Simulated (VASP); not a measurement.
# Si (P2_1) in VASP: single point with PBE

Aim: the single point of Si with PBE.

Everything below comes from runs of VASP 6.6.1. Logs are shortened: lines on timing, memory, paths and dates and some standing lists are left out, and cuts for length are marked.

**1. The cell of the first run**

The structure is monoclinic, space group P2_1 (No. 4). Conventional cell: a = 3.868 Å, b = 5.470 Å, c = 3.868 Å, α = 90.00°, β = 90.00°, γ = 90.00°. Si (site symmetry 1) has 4 Si at 2.31 to 2.42 Å within 3.1 Å. Si (site symmetry 1) has 4 Si at 2.31 to 2.42 Å within 3.1 Å.

**2. Single point, PBE (atoms displaced along several vibrational modes)**

The input, INCAR:

```
SYSTEM = Si
ALGO = Normal
EDIFF = 1E-7
ENCUT = 520
GGA = PE
ISIF = 2
ISMEAR = 0
LASPH = .True.
LCHARG = .True.
LELF = .True.
LREAL = .False.
LVHAR = .True.
LWAVE = .False.
NBANDS = 16
NELM = 100
PREC = Accurate
SIGMA = 0.05
```

The input, KPOINTS:

```
k-points
0
Gamma
  8 8 6
  0 0 0
```

The input, POSCAR:

```
Si
1.0
    0.0000000000     -2.7347607592     -2.7347607592
    0.0000000000      2.7347607592     -2.7347607592
    5.4695215184      0.0000000000      0.0000000000
Si
4
Direct
    0.5137541154      0.5132788501      0.0000000000
   -0.0137541154     -0.0132788501      0.5000000000
    0.9981448216      0.4694621741      0.2500000000
    0.5018551784      0.0305378259      0.7500000000
```

Potentials or basis: VASP PAW PBE potentials, release 64 (Si).

Launch:

```console
$ cat potpaw_PBE.64/Si/POTCAR > POTCAR
$ mpirun -np 1 vasp_std > vasp.out
```

OUTCAR:

```text
SYSTEM = Si
   EDIFF = 1E-7
   ENCUT = 520
   GGA = PE
   ISIF = 2
   ISMEAR = 0
   LASPH = .True.
   LREAL = .False.
   NELM = 100
   PREC = Accurate

 ion  position               nearest neighbor table
   1  0.514  0.513  0.000-   4 2.31   3 2.33   4 2.42   3 2.42
   2  0.986  0.987  0.500-   3 2.31   4 2.33   3 2.42   4 2.42
   3  0.998  0.469  0.250-   2 2.31   1 2.33   2 2.42   1 2.42
   4  0.502  0.031  0.750-   1 2.31   2 2.33   1 2.42   2 2.42

  LATTYP: Found a simple tetragonal cell.
 ALAT       =     3.8675357555
 C/A-ratio  =     1.4142135624

  Lattice vectors:

 A1 = (   0.0000000000,  -2.7347607592,  -2.7347607592)
 A2 = (   0.0000000000,   2.7347607592,  -2.7347607592)
 A3 = (   5.4695215184,   0.0000000000,   0.0000000000)

Analysis of symmetry for initial positions (statically):
=====================================================================
 Subroutine PRICEL returns:
 Original cell was already a primitive cell.

 Routine SETGRP: Setting up the symmetry group for a
 simple tetragonal supercell.

 Subroutine GETGRP returns: Found  2 space group operations
 (whereof  1 operations were pure point group operations)
 out of a pool of 16 trial point group operations.

The static configuration has the point symmetry C_1 .
 The point group associated with its full space group is C_2 .

Analysis of symmetry for dynamics (positions and initial velocities):
=====================================================================
 Subroutine PRICEL returns:
 Original cell was already a primitive cell.

 Routine SETGRP: Setting up the symmetry group for a
 simple tetragonal supercell.

 Subroutine GETGRP returns: Found  2 space group operations
 (whereof  1 operations were pure point group operations)
 out of a pool of 16 trial point group operations.

The dynamic configuration has the point symmetry C_1 .
 The point group associated with its full space group is C_2 .

 Subroutine INISYM returns: Found  2 space group operations
 (whereof  1 operations are pure point group operations),
 and found     1 'primitive' translations

----------------------------------------------------------------------------------------

                                     Primitive cell

  volume of cell :      81.8122

  direct lattice vectors                    reciprocal lattice vectors
     0.000000000 -2.734760759 -2.734760759     0.000000000 -0.182831349 -0.182831349
     0.000000000  2.734760759 -2.734760759     0.000000000  0.182831349 -0.182831349
     5.469521518  0.000000000  0.000000000     0.182831349  0.000000000  0.000000000

  length of vectors
     3.867535756  3.867535756  5.469521518     0.258562574  0.258562574  0.182831349

  position of ions in fractional coordinates (direct lattice)
     0.513754115  0.513278850  0.000000000
     0.986245885  0.986721150  0.500000000
     0.998144822  0.469462174  0.250000000
     0.501855178  0.030537826  0.750000000

  ion indices of the primitive-cell ions
   primitive index   ion index
                 1           1
                 2           2
                 3           3
                 4           4

----------------------------------------------------------------------------------------

 KPOINTS: k-points

Automatic generation of k-mesh.
 Grid dimensions read from file:
 generate k-points for:    8    8    6

 Generating k-lattice:

  Cartesian coordinates                     Fractional coordinates (reciprocal lattice)
     0.000000000 -0.022853919 -0.022853919     0.125000000  0.000000000  0.000000000
     0.000000000  0.022853919 -0.022853919     0.000000000  0.125000000  0.000000000
     0.030471892  0.000000000  0.000000000     0.000000000  0.000000000  0.166666667

  Length of vectors
     0.032320322  0.032320322  0.030471892

  Shift w.r.t. Gamma in fractional coordinates (k-lattice)
     0.000000000  0.000000000  0.000000000

 Subroutine IBZKPT returns following result:
 ===========================================

 Found    136 irreducible k-points:

 Following reciprocal coordinates:
            Coordinates               Weight
  0.000000  0.000000  0.000000      1.000000
  0.125000  0.000000  0.000000      2.000000
  0.000000  0.125000  0.000000      2.000000
  0.250000  0.000000  0.000000      2.000000
  0.000000  0.250000  0.000000      2.000000
  0.375000  0.000000  0.000000      2.000000
[... 16 lines left out ...]
 -0.250000  0.250000  0.000000      2.000000
  0.375000  0.250000  0.000000      2.000000
 [... further k-points ...]
   k-points           NKPTS =    136   k-points in BZ     NKDIM =    136   number of bands    NBANDS=     16
   number of dos      NEDOS =    301   number of ions     NIONS =      4
   total plane-waves  NPLWV =  37800
   dimension x,y,z NGX =    30 NGY =   30 NGZ =   42
   dimension x,y,z NGXF=    60 NGYF=   60 NGZF=   84
   ions per type =               4
   NGX,Y,Z   is equivalent  to a cutoff of  12.90, 12.90, 12.77 a.u.
   NGXF,Y,Z  is equivalent  to a cutoff of  25.79, 25.79, 25.53 a.u.
 SYSTEM =  Si
   PREC   = accura    normal or accurate (medium, high low for compatibility)
   ISTART =      0    job   : 0-new  1-cont  2-samecut
   ICHARG =      2    charge: 1-file 2-atom 10-const
   ISPIN  =      1    spin polarized calculation?
   LNONCOLLINEAR =      F non collinear calculations
   LSORBIT =      F    spin-orbit coupling
   LASPH  =      T    aspherical Exc in radial PAW
   ENCUT  =  520.0 eV  38.22 Ry    6.18 a.u.   7.19  7.19 10.17*2*pi/ulx,y,z
   NELM   =    100;   NELMIN=  2; NELMDL= -5     # of ELM steps
   EDIFF  = 0.1E-06   stopping-criterion for ELM
   LREAL  =      F    real-space projection
   EDIFFG = 0.1E-05   stopping-criterion for IOM
   NSW    =      0    number of steps for IOM
   IBRION =     -1    ionic relax: 0-MD 1-quasi-New 2-CG
   NFREE  =      0    steps in history (QN), initial steepest desc. (CG)
   ISIF   =      2    stress and relaxation
   ISYM   =      2    0-nonsym 1-usesym 2-fastsym
   POTIM  = 0.5000    time-step for ionic-motion
   TEBEG  =    0.0;   TEEND  =   0.0 temperature during run
   PSTRESS=    0.0 pullay stress
   NELECT =      16.0000    total number of electrons
   NUPDOWN=      -1.0000    fix difference up-down
   EMIN   =  10.00;   EMAX   =-10.00  energy-range for DOS
   EFERMI =   0.00;   METHOD = LEGACY
   ISMEAR =     0;   SIGMA  =   0.05  broadening in eV -4-tet -1-fermi 0-gaus
   EFERMI_NEDOS =   21; number of points for ismear=-14 and -15
   IALGO  =     38    algorithm
   IMIX   =      4    mixing-type and parameters
     AMIX     =   0.40;   BMIX     =  1.00
     AMIX_MAG =   1.60;   BMIX_MAG =  1.00
  volume/ion in A,a.u.               =      20.45       138.02
  Fermi-wavevector in a.u.,A,eV,Ry     =   0.950259  1.795730 12.285964  0.902993
  Thomas-Fermi vector in A             =   2.078619
   LORBIT       =      0    0 simple, 1 ext, 2 COOP (PROOUT), +10 PAW based schemes
   GGA     = PE    functional components
   LHFCALC =     F    Hartree Fock is set to
   AEXX    =    0.0000 exact exchange contribution
   IVDW    =     0    specifies the selected vdW correction
   LEPSILON=     F    determine dielectric tensor
   LRPA    =     F    only Hartree local field effects (RPA)
 non-spin polarized calculation
 Gauss-broadening in eV      SIGMA  =   0.05
  energy-cutoff  :      520.00
  volume of cell :       81.81
 maximum number of plane-waves:      2248
 NGX is ok and might be reduce to    30
   NGX = 15   NGY = 15   NGZ = 21

 number of electron      15.9999999 magnetization

 Free energy of the ion-electron system (eV)
  ---------------------------------------------------
  ext. energy  EPLUGINS =         0.00000000
  ---------------------------------------------------
  free energy    TOTEN  =       -21.58054606 eV

  energy without entropy =      -21.58054606  energy(sigma->0) =      -21.58054606

 E-fermi :   5.9041     XC(G=0):  -9.3315

 val. band max:        5.6497246637   @ k =   0.0000   0.0000   0.0000
 cond. band min:       6.2207235885   @ k =  -0.3750   0.3750   0.0000
 fundamental gap:      0.5709989248
 Fermi energy:         5.9041403739

 k-point     1 :       0.0000    0.0000    0.0000
  band No.  band energies     occupation
      1      -6.2067      2.00000
      2      -2.1518      2.00000
      3      -2.1212      2.00000
      4       2.8165      2.00000
      5       2.8435      2.00000
      6       5.4818      2.00000
[... 8 lines left out ...]
     15      13.2153      0.00000
     16      13.2810      0.00000

 k-point     2 :       0.1250    0.0000    0.0000
  band No.  band energies     occupation
      1      -6.0734      2.00000
      2      -2.2210      2.00000
      3      -1.9774      2.00000
      4       2.1754      2.00000
      5       2.9313      2.00000
      6       4.5993      2.00000
[... 8 lines left out ...]
     15      12.7012      0.00000
     16      13.1278      0.00000

 k-point     3 :       0.0000    0.1250    0.0000
  band No.  band energies     occupation
      1      -6.0731      2.00000
      2      -2.1930      2.00000
      3      -2.0053      2.00000
      4       2.1580      2.00000
      5       2.9399      2.00000
      6       4.5476      2.00000
[... 8 lines left out ...]
     15      12.6897      0.00000
     16      13.1264      0.00000

 k-point     4 :       0.2500    0.0000    0.0000
  band No.  band energies     occupation
      1      -5.6791      2.00000
      2      -2.5583      2.00000
      3      -1.5444      2.00000
      4       1.4188      2.00000
      5       2.9707      2.00000
      6       3.2329      2.00000
[... 8 lines left out ...]
     15      11.9363      0.00000
     16      12.8781      0.00000
[... 324 lines left out ...]
 k-point    22 :       0.2500    0.2500    0.0000
  band No.  band energies     occupation
      1      -5.1491      2.00000
      2      -1.9974      2.00000
      3      -1.9629      2.00000
      4       1.8227      2.00000
      5       1.8589      2.00000
      6       2.1363      2.00000
[... 8 lines left out ...]
     15      11.3287      0.00000
     16      11.3540      0.00000

 k-point    23 :      -0.2500    0.2500    0.0000
  band No.  band energies     occupation
      1      -5.1491      2.00000
      2      -1.9957      2.00000
      3      -1.9641      2.00000
      4       1.8262      2.00000
      5       1.8589      2.00000
      6       2.1233      2.00000
[... 8 lines left out ...]
     15      11.3045      0.00000
     16      11.3630      0.00000

 k-point    24 :       0.3750    0.2500    0.0000
  band No.  band energies     occupation
      1      -4.5146      2.00000
      2      -2.7352      2.00000
      3      -1.2752      2.00000
      4       0.9029      2.00000
      5       1.8025      2.00000
      6       2.3312      2.00000
[... 8 lines left out ...]
     15      12.3188      0.00000
     16      12.9464      0.00000

 [... further k-points ...]

------------------------ aborting loop because EDIFF is reached ----------------------------------------

  FORCE on cell =-STRESS in cart. coord.  units (eV):
  Direction    XX          YY          ZZ          XY          YZ          ZX
  --------------------------------------------------------------------------------------
  -------------------------------------------------------------------------------------
  Total        0.1058988      0.1088662     -0.1212535      0.0000000     -0.0723571      0.0000000
  in kB        2.0738795      2.1319914     -2.3745799      0.0000000     -1.4170125      0.0000000
  external PRESSURE =       0.6104304 kB  Pullay stress =       0.0000000 kB

 VOLUME and BASIS-vectors are now :
 -----------------------------------------------------------------------------
  energy-cutoff  :      520.00
  volume of cell :       81.81
      direct lattice vectors                 reciprocal lattice vectors
     0.000000000 -2.734760759 -2.734760759     0.000000000 -0.182831349 -0.182831349
     0.000000000  2.734760759 -2.734760759     0.000000000  0.182831349 -0.182831349
     5.469521518  0.000000000  0.000000000     0.182831349  0.000000000  0.000000000

 POSITION                                       TOTAL-FORCE (eV/Angst)
 -----------------------------------------------------------------------------------
      0.00000     -0.00130     -2.80869         0.070388      0.811686      0.110204
      2.73476      0.00130     -5.39559         0.070388     -0.811686     -0.110204
      1.36738     -1.44582     -4.01355        -0.070388      0.222647     -1.010341
      4.10214     -1.28894     -1.45597        -0.070388     -0.222647      1.010341
 -----------------------------------------------------------------------------------
    total drift:                               -0.000002      0.000000      0.000000

  FREE ENERGIE OF THE ION-ELECTRON SYSTEM (eV)
  ---------------------------------------------------
  free  energy   TOTEN  =       -21.5805460575 eV

  energy  without entropy=      -21.5805460575  energy(sigma->0) =      -21.58054606
```

It took 1.9 min on 1 thread of Intel Xeon Platinum 8488C (Sapphire Rapids), shared host; peak memory 0.26 GiB.

Results:

```
Free energy            : -21.5805 eV
Pressure               : 0.1 GPa
Largest force          : 1.037 eV/Å
Band gap on the k mesh : 0.57 eV (least direct gap 0.69 eV)
```

Forces in eV/Å, atoms in the order of the input:
```
Si   0.070  0.812  0.110
Si   0.070 -0.812 -0.110
Si  -0.070  0.223 -1.010
Si  -0.070 -0.223  1.010
```

Stress tensor (GPa, compression positive):
```
 0.21  0.00  0.00
 0.00  0.21 -0.14
 0.00 -0.14 -0.24
```

Caveat: the cell differs from its parent crystal (atoms displaced along several vibrational modes); semilocal functionals underestimate gaps, and a narrow one can read as zero; forces of over 1 eV/Å act on the atoms, so gaps and moduli don't describe the material at rest.
